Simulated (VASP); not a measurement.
## V: single point with PBEsol

V:

```
V
1.0
     0.00000    2.95883   -2.95883
    -2.95883    0.00000    2.95883
     1.47941    1.47941    1.47941
V
3
Direct
  0.00000 0.00000 0.00000
  0.33333 0.66667 0.33333
  0.66667 0.33333 0.66667
```

| Property | Result |
| --- | --- |
| Program | VASP 6.6.1 |
| Task | single point |
| Functional | PBEsol |
| Potentials or basis | VASP PAW PBE potentials, release 64 (V_sv) |
| Cutoff | 520 eV |
| k mesh | 10 × 10 × 14 |
| Occupations | fermi-dirac, width 0.05 eV |
| Spin | no spin polarisation |

The pressure is 0.2 GPa.

Levels at points of the mesh, in eV from the Fermi level:
```tsv
k point	band 16	band 17	band 18	band 19	band 20	band 21	band 22	band 23
(0.00, 0.00, 0.00)	-0.99	-0.99	-0.99	-0.99	0.41	0.41	0.41	2.52
(0.50, 0.00, 0.00)	-1.22	-0.58	-0.58	-0.43	-0.43	1.78	1.97	1.97
(0.00, 0.00, 0.50)	-1.92	-1.23	-1.23	-1.23	-1.23	2.76	2.76	2.76
(0.50, 0.00, 0.50)	-1.74	-1.74	-1.22	-0.06	-0.06	1.78	2.21	2.21
```

Wall time 72 s on 1 thread of Intel(R) Xeon(R) Platinum 8375C CPU @ 2.90GHz (Ice Lake) (shared host), peak memory 0.24 GiB.

Caveat: the PAW data sets were made with another functional, which shifts forces and pressure a little.
